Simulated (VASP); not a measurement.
Set up this calculation in VASP 6.6.1, as the native input.

* Task: single point
* Functional: PBE
* Potentials or basis: VASP PAW PBE potentials, release 64 (Mn_pv, S)
* Cutoff: 520 eV
* k mesh: 12 × 12 × 12
* Occupations: gaussian, width 0.05 eV
* Spin: collinear spin, ferromagnetic start
* Starting moments: [5.0, 0.0] μB
* Dipole correction: no
* Further INCAR settings: ALGO = Normal; EDIFF = 1e-06; NBANDS = 20

The structure of MnS lies in POSCAR:

```
MnS
1.0
    0.0000000000      2.6045000000      2.6045000000
    2.6045000000      0.0000000000      2.6045000000
    2.6045000000      2.6045000000      0.0000000000
Mn S
1 1
Direct
    0.0000000000      0.0000000000      0.0000000000
    0.5000000000      0.5000000000      0.5000000000
```

The input as run:

INCAR

```
PREC = Accurate
ENCUT = 520
EDIFF = 1E-6
ISMEAR = 0
SIGMA = 0.05
LREAL = F
LASPH = T
NELM = 150
ALGO = Normal
ISIF = 2
LWAVE = F
LCHARG = F
ISPIN = 2
MAGMOM = 5 0
LORBIT = 11
LMAXMIX = 4
GGA = PE
NBANDS = 20
```

KPOINTS

```
regular mesh
0
Gamma
  12 12 12
```

Potentials or basis: VASP PAW PBE potentials, release 64 (Mn_pv, S).

Launch:

```bash
$ cat potpaw_PBE.64/Mn_pv/POTCAR potpaw_PBE.64/S/POTCAR > POTCAR
$ mpirun -np 1 vasp_std > vasp.out
```

Results of the run:

The pressure is -2.6 GPa and the net moment is 4.74 μB per cell. The site moments are Mn +4.27; S +0.11 μB and the valence electrons inside the program's atomic spheres are Mn 11.30; S 3.73.

Caveat: a cell with one magnetic atom can't hold antiferromagnetic order, which such compounds often take.

Run time: 48 s on 1 thread of Intel(R) Xeon(R) 6975P-C (Granite Rapids), on a shared host, peak memory 0.21 GiB.
